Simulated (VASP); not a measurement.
Set up this calculation in VASP 6.6.1, as the native input.

| Quantity | Value |
| --- | --- |
| Task | single point |
| Functional | PBE |
| Potentials or basis | VASP PAW PBE potentials, release 64 (Ru_pv) |
| Cutoff | 520 eV |
| k mesh | 6 × 6 × 6 |
| Occupations | gaussian, width 0.1 eV |
| Spin | no spin polarisation |
| Dipole correction | no |
| Further INCAR settings | ALGO = Fast; EDIFF = 1e-07; NBANDS = 21 |

The structure of Ru lies in POSCAR:

```
Ru
1.0
    1.5599797362      0.9006547206      3.7354709579
   -1.5599797362      0.9006547206      3.7354709579
    0.0000000000     -1.8013094413      3.7354709579
Ru
2
Direct
    0.0577000000      0.0577000000      0.0577000000
    0.9423000000      0.9423000000      0.9423000000
```

The input as run:

INCAR

```
SYSTEM = Ru
PREC = Accurate
ENCUT = 520
EDIFF = 1E-7
ISMEAR = 0
SIGMA = 0.1
LREAL = .False.
LASPH = .True.
NELM = 60
ALGO = Fast
ISIF = 2
LWAVE = .False.
LCHARG = .False.
GGA = PE
NBANDS = 21
```

KPOINTS

```
Automatic mesh
0
Gamma
  6 6 6
  0 0 0
```

Potentials or basis: VASP PAW PBE potentials, release 64 (Ru_pv).

Run with:

```console
$ cat potpaw_PBE.64/Ru_pv/POTCAR > POTCAR
$ mpirun -np 1 vasp_std > vasp.out
```

Results of the run:

* Pressure: 449.1 GPa
* Largest force: 208.012 eV/Å
* Band gap on the k mesh: zero (band 14 reaches 11.85 eV, above the bottom of band 15 at 10.65 eV)

Caveat: the k points lie up to 0.40 Å⁻¹ apart; forces of over 1 eV/Å act on the atoms, so gaps and moduli don't describe the material at rest.

Run time: 15 s on 1 thread of Intel(R) Xeon(R) 6975P-C (Granite Rapids) (shared host), peak memory 0.18 GiB.
